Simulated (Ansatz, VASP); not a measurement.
**Cs2AgBiBr6 in VASP and in Ansatz**

```
CELL_PARAMETERS angstrom
0.00000 5.61610 5.61610
5.61610 0.00000 5.61610
5.61610 5.61610 0.00000
ATOMIC_POSITIONS crystal
Bi 0.00000 0.00000 0.00000
Cs 0.75000 0.75000 0.75000
Cs 0.25000 0.25000 0.25000
Ag 0.50000 0.50000 0.50000
Br 0.74945 0.74945 0.25055
Br 0.25055 0.25055 0.74945
Br 0.74945 0.25055 0.25055
Br 0.74945 0.25055 0.74945
Br 0.25055 0.74945 0.74945
Br 0.25055 0.74945 0.25055
```

Alike in both runs: functional LDA; k mesh 4 × 4 × 4; occupations fermi-dirac, width 0.05 eV; no spin polarisation.

```csv
,VASP,Ansatz
version,VASP 6.6.1,Ansatz 0.2.0
potentials or method,"VASP PAW LDA potentials, release 64 (Bi_d, Cs_sv, Ag, Br)",Ansatz PAW
plane-wave cutoff (eV),520,420
valence electrons in the cell,86,94
task,single point,projected density of states
```

```csv
,VASP,Ansatz,Ansatz less VASP
gap on the k mesh at the Fermi level (eV),1.11,1.10,-0.009
least direct gap on the mesh (eV),2.34,2.33,-0.007
pressure (GPa),-1.4,-1.5,-0.05
rms of the force components (eV/Å),0.152,0.147,-0.0049
```

LDA's correlation is that of Perdew and Zunger in VASP and of Perdew and Wang (1992) in Ansatz. Atom by atom the forces differ by 0.005 eV/Å (rms over components). VASP's potentials hold 86 valence electrons a cell and Ansatz's 94, so a difference there can come from the potentials and not from the codes.

Neither program's run includes spin-orbit coupling.
